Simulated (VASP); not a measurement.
A run of VASP 6.6.1 is set up as follows.

INCAR

```
ALGO = Normal ; EDIFF = 1E-7
ENCUT = 520 ; GGA = PE
ISIF = 2 ; ISMEAR = 0
ISPIN = 2 ; LASPH = True
LCHARG = False ; LMAXMIX = 6
LORBIT = 11 ; LREAL = False
LWAVE = False ; MAGMOM = 1.33
NBANDS = 22 ; NELM = 150
PREC = Accurate ; SIGMA = 0.05
```

The input KPOINTS:

```
k-points
0
Gamma
  16 16 16
```

Contents of POSCAR:

```
Tm
1.0
   -2.0410037487      2.0410037487      2.0410037487
    2.0410037487     -2.0410037487      2.0410037487
    2.0410037487      2.0410037487     -2.0410037487
Tm
1
Direct
    0.0000000000      0.0000000000      0.0000000000
```

Potentials or basis: VASP PAW PBE potentials, release 64 (Tm).

Run with:

```bash
$ cat potpaw_PBE.64/Tm/POTCAR > POTCAR
$ mpirun -np 1 vasp_std > vasp.out
```

Problem. Estimate the net moment.

Solution. 1.12 μB per cell.

Problem. What does it give for the pressure?

Solution. -0.2 GPa.

Caveat: the magnetic or orbital state may not be the lowest. The state reached can hang on the start; a lower one may exist.
